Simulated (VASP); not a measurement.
Input of a VASP 6.6.1 run:

The input POSCAR:

```
AlNi
1.0
    2.8631691193      0.0000000000      0.0000000000
    0.0000000000      2.8631691193      0.0000000000
    0.0000000000      0.0000000000      2.8631691193
Al Ni
1 1
Direct
    0.0000000000      0.0000000000      0.0000000000
    0.5000000000      0.5000000000      0.5000000000
```

File INCAR.step1:

```
SYSTEM = AlNi
PREC = Accurate
ENCUT = 520
ISMEAR = 0
SIGMA = 0.1
LREAL = .False.
LASPH = .True.
NELM = 150
ISPIN = 2
MAGMOM = 0.01 0.08
LMAXMIX = 4
NBANDS = 18
GGA = PE
ALGO = Normal
EDIFF = 1E-4
LWAVE = .True.
LCHARG = .False.
```

Contents of INCAR.step2:

```
SYSTEM = AlNi
PREC = Accurate
ENCUT = 520
EDIFF = 1E-6
ISMEAR = 0
SIGMA = 0.1
LREAL = .False.
LASPH = .True.
NELM = 150
ALGO = Normal
ISIF = 2
LWAVE = .False.
LCHARG = .False.
ISPIN = 2
MAGMOM = 0.01 0.08
LORBIT = 11
LMAXMIX = 4
METAGGA = R2SCAN
LMIXTAU = .True.
NBANDS = 18
ISTART = 1
```

Contents of KPOINTS:

```
regular mesh
0
Gamma
  14 14 14
  0 0 0
```

Potentials or basis: VASP PAW PBE potentials, release 64 (Al, Ni).

Command:

```sh
$ cat potpaw_PBE.64/Al/POTCAR potpaw_PBE.64/Ni/POTCAR > POTCAR
$ cp INCAR.step1 INCAR
$ mpirun -np 1 vasp_std > vasp.out
$ cp INCAR.step2 INCAR
$ mpirun -np 1 vasp_std > vasp.out
```

Question: Predict the pressure.

Answer: -0.2 GPa.

Question: Predict the net moment.

Answer: 0.00 μB per cell.

Caveat: the PAW data sets were made with another functional, which shifts forces and pressure a little.
